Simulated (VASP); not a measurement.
# AlP (F-43m) in VASP: notebook, part 2 of 2

VASP 6.6.1. Earlier steps stand in the parts before.

**3. Single point, PBE (strain -3.0%)**

File INCAR:

```
SYSTEM = AlP
PREC = Accurate
ENCUT = 500
EDIFF = 1E-6
ISMEAR = 0
SIGMA = 0.01
LREAL = .FALSE.
LASPH = .TRUE.
NELM = 120
ALGO = Normal
ISIF = 2
LWAVE = .FALSE.
LCHARG = .FALSE.
GGA = PE
NBANDS = 11
GGA_COMPAT = .FALSE.
```

File KPOINTS:

```
regular mesh
0
G
  4 4 4
  0 0 0
```

File POSCAR:

```
AlP
1.0
    0.0000000000      2.6570794904      2.6570794904
    2.6570794904      0.0000000000      2.6570794904
    2.6570794904      2.6570794904      0.0000000000
Al P
1 1
Direct
    0.0000000000      0.0000000000      0.0000000000
    0.2500000000      0.2500000000      0.2500000000
```

Potentials or basis: VASP PAW PBE potentials, release 64 (Al, P).

Run with:

```
$ cat potpaw_PBE.64/Al/POTCAR potpaw_PBE.64/P/POTCAR > POTCAR
$ mpirun -np 1 vasp_std > vasp.out
```

OUTCAR:

```text
SYSTEM = AlP
   PREC = Accurate
   ENCUT = 500
   EDIFF = 1E-6
   ISMEAR = 0
   LREAL = .FALSE.
   LASPH = .TRUE.
   NELM = 120
   ISIF = 2
   GGA = PE

 ion  position               nearest neighbor table
   1  0.000  0.000  0.000-   2 2.30   2 2.30   2 2.30   2 2.30
   2  0.250  0.250  0.250-   1 2.30   1 2.30   1 2.30   1 2.30

  LATTYP: Found a face centered cubic cell.
 ALAT       =     5.3141589808

  Lattice vectors:

 A1 = (   0.0000000000,   2.6570794904,   2.6570794904)
 A2 = (   2.6570794904,   0.0000000000,   2.6570794904)
 A3 = (   2.6570794904,   2.6570794904,   0.0000000000)

Analysis of symmetry for initial positions (statically):
=====================================================================
 Subroutine PRICEL returns:
 Original cell was already a primitive cell.

 Routine SETGRP: Setting up the symmetry group for a
 face centered cubic supercell.

 Subroutine GETGRP returns: Found 24 space group operations
 (whereof 24 operations were pure point group operations)
 out of a pool of 48 trial point group operations.

The static configuration has the point symmetry T_d .

Analysis of symmetry for dynamics (positions and initial velocities):
=====================================================================
 Subroutine PRICEL returns:
 Original cell was already a primitive cell.

 Routine SETGRP: Setting up the symmetry group for a
 face centered cubic supercell.

 Subroutine GETGRP returns: Found 24 space group operations
 (whereof 24 operations were pure point group operations)
 out of a pool of 48 trial point group operations.

The dynamic configuration has the point symmetry T_d .

 Subroutine INISYM returns: Found 24 space group operations
 (whereof 24 operations are pure point group operations),
 and found     1 'primitive' translations

----------------------------------------------------------------------------------------

                                     Primitive cell

  volume of cell :      37.5183

  direct lattice vectors                    reciprocal lattice vectors
     0.000000000  2.657079490  2.657079490    -0.188176531  0.188176531  0.188176531
     2.657079490  0.000000000  2.657079490     0.188176531 -0.188176531  0.188176531
     2.657079490  2.657079490  0.000000000     0.188176531  0.188176531 -0.188176531

  length of vectors
     3.757677852  3.757677852  3.757677852     0.325931312  0.325931312  0.325931312

  position of ions in fractional coordinates (direct lattice)
     0.000000000  0.000000000  0.000000000
     0.250000000  0.250000000  0.250000000

  ion indices of the primitive-cell ions
   primitive index   ion index
                 1           1
                 2           2

----------------------------------------------------------------------------------------

 KPOINTS: regular mesh

Automatic generation of k-mesh.
 Grid dimensions read from file:
 generate k-points for:    4    4    4

 Generating k-lattice:

  Cartesian coordinates                     Fractional coordinates (reciprocal lattice)
    -0.047044133  0.047044133  0.047044133     0.250000000  0.000000000  0.000000000
     0.047044133 -0.047044133  0.047044133     0.000000000  0.250000000  0.000000000
     0.047044133  0.047044133 -0.047044133     0.000000000  0.000000000  0.250000000

  Length of vectors
     0.081482828  0.081482828  0.081482828

  Shift w.r.t. Gamma in fractional coordinates (k-lattice)
     0.000000000  0.000000000  0.000000000

 Subroutine IBZKPT returns following result:
 ===========================================

 Found      8 irreducible k-points:

 Following reciprocal coordinates:
            Coordinates               Weight
  0.000000  0.000000  0.000000      1.000000
  0.250000  0.000000  0.000000      8.000000
  0.500000  0.000000  0.000000      4.000000
  0.250000  0.250000  0.000000      6.000000
  0.500000  0.250000  0.000000     24.000000
 -0.250000  0.250000  0.000000     12.000000
  0.500000  0.500000  0.000000      3.000000
 -0.250000  0.500000  0.250000      6.000000
   k-points           NKPTS =      8   k-points in BZ     NKDIM =      8   number of bands    NBANDS=     11
   number of dos      NEDOS =    301   number of ions     NIONS =      2
   total plane-waves  NPLWV =  21952
   dimension x,y,z NGX =    28 NGY =   28 NGZ =   28
   dimension x,y,z NGXF=    56 NGYF=   56 NGZF=   56
   ions per type =               1   1
   NGX,Y,Z   is equivalent  to a cutoff of  12.39, 12.39, 12.39 a.u.
   NGXF,Y,Z  is equivalent  to a cutoff of  24.78, 24.78, 24.78 a.u.
 SYSTEM =  AlP
   PREC   = accura    normal or accurate (medium, high low for compatibility)
   ISTART =      0    job   : 0-new  1-cont  2-samecut
   ICHARG =      2    charge: 1-file 2-atom 10-const
   ISPIN  =      1    spin polarized calculation?
   LNONCOLLINEAR =      F non collinear calculations
   LSORBIT =      F    spin-orbit coupling
   LASPH  =      T    aspherical Exc in radial PAW
   ENCUT  =  500.0 eV  36.75 Ry    6.06 a.u.   6.85  6.85  6.85*2*pi/ulx,y,z
   NELM   =    120;   NELMIN=  2; NELMDL= -5     # of ELM steps
   EDIFF  = 0.1E-05   stopping-criterion for ELM
   LREAL  =      F    real-space projection
   EDIFFG = 0.1E-04   stopping-criterion for IOM
   NSW    =      0    number of steps for IOM
   IBRION =     -1    ionic relax: 0-MD 1-quasi-New 2-CG
   NFREE  =      0    steps in history (QN), initial steepest desc. (CG)
   ISIF   =      2    stress and relaxation
   ISYM   =      2    0-nonsym 1-usesym 2-fastsym
   POTIM  = 0.5000    time-step for ionic-motion
   TEBEG  =    0.0;   TEEND  =   0.0 temperature during run
   PSTRESS=    0.0 pullay stress
   NELECT =       8.0000    total number of electrons
   NUPDOWN=      -1.0000    fix difference up-down
   EMIN   =  10.00;   EMAX   =-10.00  energy-range for DOS
   EFERMI =   0.00;   METHOD = LEGACY
   ISMEAR =     0;   SIGMA  =   0.01  broadening in eV -4-tet -1-fermi 0-gaus
   EFERMI_NEDOS =   21; number of points for ismear=-14 and -15
   IALGO  =     38    algorithm
   IMIX   =      4    mixing-type and parameters
     AMIX     =   0.40;   BMIX     =  1.00
     AMIX_MAG =   1.60;   BMIX_MAG =  1.00
  volume/ion in A,a.u.               =      18.76       126.59
  Fermi-wavevector in a.u.,A,eV,Ry     =   0.978041  1.848229 13.014839  0.956564
  Thomas-Fermi vector in A             =   2.108785
   LORBIT       =      0    0 simple, 1 ext, 2 COOP (PROOUT), +10 PAW based schemes
   GGA     = PE    functional components
   LHFCALC =     F    Hartree Fock is set to
   AEXX    =    0.0000 exact exchange contribution
   IVDW    =     0    specifies the selected vdW correction
   LEPSILON=     F    determine dielectric tensor
   LRPA    =     F    only Hartree local field effects (RPA)
 non-spin polarized calculation
 Gauss-broadening in eV      SIGMA  =   0.01
  energy-cutoff  :      500.00
  volume of cell :       37.52
 maximum number of plane-waves:       960
   NGX = 13   NGY = 13   NGZ = 13

 number of electron       8.0000000 magnetization

 Free energy of the ion-electron system (eV)
  ---------------------------------------------------
  ext. energy  EPLUGINS =         0.00000000
  ---------------------------------------------------
  free energy    TOTEN  =       -10.13994514 eV

  energy without entropy =      -10.13994514  energy(sigma->0) =      -10.13994514

 E-fermi :   5.4795     XC(G=0):  -9.5111

 val. band max:        5.3939374231   @ k =   0.0000   0.0000   0.0000
 cond. band min:       6.7732530352   @ k =   0.5000   0.5000   0.0000
 fundamental gap:      1.3793156121
 Fermi energy:         5.4794746940

 k-point     1 :       0.0000    0.0000    0.0000
  band No.  band energies     occupation
      1      -6.6042      2.00000
      2       5.3939      2.00000
      3       5.3939      2.00000
      4       5.3939      2.00000
      5       9.4021      0.00000
      6      10.0404      0.00000
      7      10.0404      0.00000
      8      10.0404      0.00000
      9      14.2937      0.00000
     10      14.2937      0.00000
     11      16.2533      0.00000
[... 85 lines left out ...]
 k-point     8 :      -0.2500    0.5000    0.2500
  band No.  band energies     occupation
      1      -3.8914      2.00000
      2       0.2445      2.00000
      3       1.8935      2.00000
      4       2.2878      2.00000
      5       9.7087      0.00000
      6      11.5670      0.00000
      7      11.7149      0.00000
      8      12.0231      0.00000
      9      17.3237      0.00000
     10      17.7932      0.00000
     11      19.3707      0.00000

------------------------ aborting loop because EDIFF is reached ----------------------------------------

  FORCE on cell =-STRESS in cart. coord.  units (eV):
  Direction    XX          YY          ZZ          XY          YZ          ZX
  --------------------------------------------------------------------------------------
  -------------------------------------------------------------------------------------
  Total        2.6954219      2.6954219      2.6954219      0.0000000      0.0000000     -0.0000000
  in kB      115.1048701    115.1048701    115.1048701      0.0000000      0.0000000     -0.0000000
  external PRESSURE =     115.1048701 kB  Pullay stress =       0.0000000 kB

 VOLUME and BASIS-vectors are now :
 -----------------------------------------------------------------------------
  energy-cutoff  :      500.00
  volume of cell :       37.52
      direct lattice vectors                 reciprocal lattice vectors
     0.000000000  2.657079490  2.657079490    -0.188176531  0.188176531  0.188176531
     2.657079490  0.000000000  2.657079490     0.188176531 -0.188176531  0.188176531
     2.657079490  2.657079490  0.000000000     0.188176531  0.188176531 -0.188176531

 POSITION                                       TOTAL-FORCE (eV/Angst)
 -----------------------------------------------------------------------------------
      0.00000      0.00000      0.00000        -0.000000     -0.000000     -0.000000
      1.32854      1.32854      1.32854         0.000000      0.000000      0.000000
 -----------------------------------------------------------------------------------
    total drift:                                0.000000      0.000000      0.000000

  FREE ENERGIE OF THE ION-ELECTRON SYSTEM (eV)
  ---------------------------------------------------
  free  energy   TOTEN  =       -10.1399451354 eV

  energy  without entropy=      -10.1399451354  energy(sigma->0) =      -10.13994514
```

Wall time 7.1 s (1 thread of Intel Xeon 8259CL, shared host); peak memory 0.14 GiB.

Results:

- Free energy: -10.1399 eV
- Pressure: 11.5 GPa
- Band gap on the k mesh: 1.38 eV, indirect (least direct gap 3.66 eV)

Levels at points of the mesh, in eV from the valence-band top:
```tsv
k point	band 2	band 3	band 4	band 5	band 6	band 7
(0.00, 0.00, 0.00)	0.00	0.00	0.00	4.01	4.65	4.65
(0.50, 0.00, 0.00)	-5.92	-0.81	-0.81	3.10	4.81	4.81
(0.50, 0.50, 0.00)	-5.61	-2.28	-2.28	1.38	2.41	11.76
```

Caveat: the k points lie up to 0.51 Å⁻¹ apart; the cell differs from its parent crystal (strain -3.0%).
